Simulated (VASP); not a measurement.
Input of a VASP 6.6.1 run:

Contents of POSCAR:

```
Cu
1.0
   -1.4626481083      1.4626481083      1.3418201322
    1.4626481083     -1.4626481083      1.3418201322
    1.4626481083      1.4626481083     -1.3418201322
Cu
1
Direct
    0.0000000000      0.0000000000      0.0000000000
```

INCAR.step1

```
SYSTEM = Cu
ALGO = Normal
EDIFF = 1E-4
ENCUT = 520
GGA = PE
ISMEAR = 0
LASPH = .True.
LCHARG = .False.
LREAL = .False.
LWAVE = .True.
NBANDS = 12
NELM = 80
PREC = Accurate
SIGMA = 0.1
```

File INCAR.step2:

```
SYSTEM = Cu
ALGO = Normal
EDIFF = 1E-7
ENCUT = 520
ISIF = 2
ISMEAR = 0
ISTART = 1
LASPH = .True.
LCHARG = .False.
LMIXTAU = .True.
LREAL = .False.
LWAVE = .False.
METAGGA = R2SCAN
NBANDS = 12
NELM = 80
PREC = Accurate
SIGMA = 0.1
```

File KPOINTS:

```
k-points
0
Gamma
  12 12 12
  0 0 0
```

Potentials or basis: VASP PAW PBE potentials, release 64 (Cu).

Launch:

```sh
$ cat potpaw_PBE.64/Cu/POTCAR > POTCAR
$ cp INCAR.step1 INCAR
$ mpirun -np 1 vasp_std > vasp.out
$ cp INCAR.step2 INCAR
$ mpirun -np 1 vasp_std > vasp.out
```

Question: What does it give for the band gap on the k mesh?

Answer: Zero (an odd number of electrons rules out a gap without spin polarisation).

Question: Predict the pressure.

Answer: 0.6 GPa.

Stress tensor (GPa, compression positive):
```
0.72 0.00 0.00
0.00 0.72 0.00
0.00 0.00 0.48
```

Caveat: the PAW data sets were made with another functional, which shifts forces and pressure a little.
